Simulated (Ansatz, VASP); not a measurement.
One calculation of Nb, two programs

The input POSCAR:

```
Nb
1.0
   -1.6350000000      1.6350000000      1.6350000000
    1.6350000000     -1.6350000000      1.6350000000
    1.6350000000      1.6350000000     -1.6350000000
Nb
1
Direct
    0.0000000000      0.0000000000      0.0000000000
```

File INCAR.step1:

```
PREC     = Accurate       # precision mode
ENCUT    = 550            # plane-wave cutoff, eV
ISMEAR   = 0              # smearing method
SIGMA    = 0.1            # smearing width, eV
LREAL    = F              # projectors in reciprocal space
LASPH    = T              # aspherical terms in the spheres
NELM     = 120            # most SCF steps
NBANDS   = 12             # bands
GGA      = PE             # functional
ALGO     = Normal         # electronic algorithm
EDIFF    = 1E-5           # SCF threshold, eV
LWAVE    = T              # write WAVECAR
LCHARG   = F              # write CHGCAR
GGA_COMPAT= F
```

File INCAR.step2:

```
PREC     = Accurate       # precision mode
ENCUT    = 550            # plane-wave cutoff, eV
EDIFF    = 1E-6           # SCF threshold, eV
ISMEAR   = 0              # smearing method
SIGMA    = 0.1            # smearing width, eV
LREAL    = F              # projectors in reciprocal space
LASPH    = T              # aspherical terms in the spheres
NELM     = 120            # most SCF steps
ALGO     = Normal         # electronic algorithm
ISIF     = 2              # what is computed and relaxed
LWAVE    = F              # write WAVECAR
LCHARG   = T              # write CHGCAR
METAGGA  = R2SCAN         # meta-GGA
LMIXTAU  = T            
LUSE_VDW = T            
IVDW_NL  = 2            
BPARAM   = 11.95        
CPARAM   = 0.0093       
LELF     = T              # ELF
LVHAR    = T            
NBANDS   = 12             # bands
ISTART   = 1            
GGA_COMPAT= F
```

File KPOINTS:

```
regular mesh
0
Gamma
  8 8 8
```

Input for Ansatz:

```yaml
crystal:
  lattice:
    - [-1.635, 1.635, 1.635]
    - [1.635, -1.635, 1.635]
    - [1.635, 1.635, -1.635]
  atoms:
    - { symbol: Nb, position: [0.0, 0.0, 0.0] }
basis:
  ecutwfc: 500
kpoints:
  mp_grid: { grid: [8, 8, 8] }
hamiltonian:
  xc: r2scan
  dispersion: rvv10
  pseudopotentials: { kind: paw, azcp: { folder: soft_1 } }
scf:
  occupations: { method: gaussian, width: 0.1 }
output:
  forces: true
  stress: true
  eigenvalues: true
```

Alike in both runs: task single point; functional r2SCAN; dispersion rVV10; k mesh 8 × 8 × 8; occupations gaussian, width 0.1 eV; no spin polarisation.

|  | VASP | Ansatz |
| --- | --- | --- |
| version | VASP 6.6.1 | Ansatz 0.2.0 |
| potentials or method | VASP PAW PBE potentials, release 64 (Nb_sv), cutoff 550 eV | scalar-relativistic, plane waves, PAW |
| valence electrons in the cell | 13 | 13 |

```csv
,VASP,Ansatz,Ansatz less VASP
gap on the k mesh at the Fermi level (eV),none,none,-
pressure (GPa),4.8,4.8,0.00
```

VASP's potentials were made for PBE, not for r2SCAN. A gap of «none» marks a metal or a gap that the smearing closes.
